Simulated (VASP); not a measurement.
Wanted: the native input for a VASP 6.6.1 run.

```
Task                   : single point
Functional             : LDA
Potentials or basis    : VASP PAW LDA potentials, release 64 (Te, Mo_sv)
Cutoff                 : 520 eV
k mesh                 : 9 × 9 × 2
Occupations            : fermi-dirac, width 0.1 eV
Spin                   : no spin polarisation
Dipole correction      : no
Further INCAR settings : ALGO = Normal; EDIFF = 1e-07; NBANDS = 20
```

The structure of Te2Mo lies in POSCAR:

```
Te2Mo
1.0
    3.5602328100      0.0000000000      0.0000000000
   -1.7801164100      3.0832520600      0.0000000000
    0.0000000000      0.0000000000     17.5240578200
Te Mo
2 1
Direct
    0.3333333333      0.6666666667      0.8978554500
    0.3333333333      0.6666666667      0.1021445500
    0.0000000000      0.0000000000      0.0000000000
```

One way to write it, as run:

INCAR

```
PREC     = Accurate       # precision mode
ENCUT    = 520            # plane-wave cutoff, eV
EDIFF    = 1E-7           # SCF threshold, eV
ISMEAR   = -1             # smearing method
SIGMA    = 0.1            # smearing width, eV
LREAL    = F              # projectors in reciprocal space
LASPH    = T              # aspherical terms in the spheres
NELM     = 80             # most SCF steps
ALGO     = Normal         # electronic algorithm
ISIF     = 2              # what is computed and relaxed
LWAVE    = F              # write WAVECAR
LCHARG   = T              # write CHGCAR
GGA      = CA             # functional
LELF     = T              # ELF
LVHAR    = T            
NBANDS   = 20             # bands
```

KPOINTS

```
Automatic mesh
0
Gamma
  9 9 2
```

Potentials or basis: VASP PAW LDA potentials, release 64 (Te, Mo_sv).

Command:

```bash
$ cat potpaw_LDA.64/Te/POTCAR potpaw_LDA.64/Mo_sv/POTCAR > POTCAR
$ mpirun -np 1 vasp_std > vasp.out
```

It gave:

* Largest force: 0.370 eV/Å
* Band gap on the k mesh: 1.04 eV, direct

Caveat: spin-orbit coupling is left out, which moves the levels of the heavy elements.

Wall time 3.5 min on 1 thread of Intel Xeon 6975P-C (shared host), peak memory 0.3 GiB.
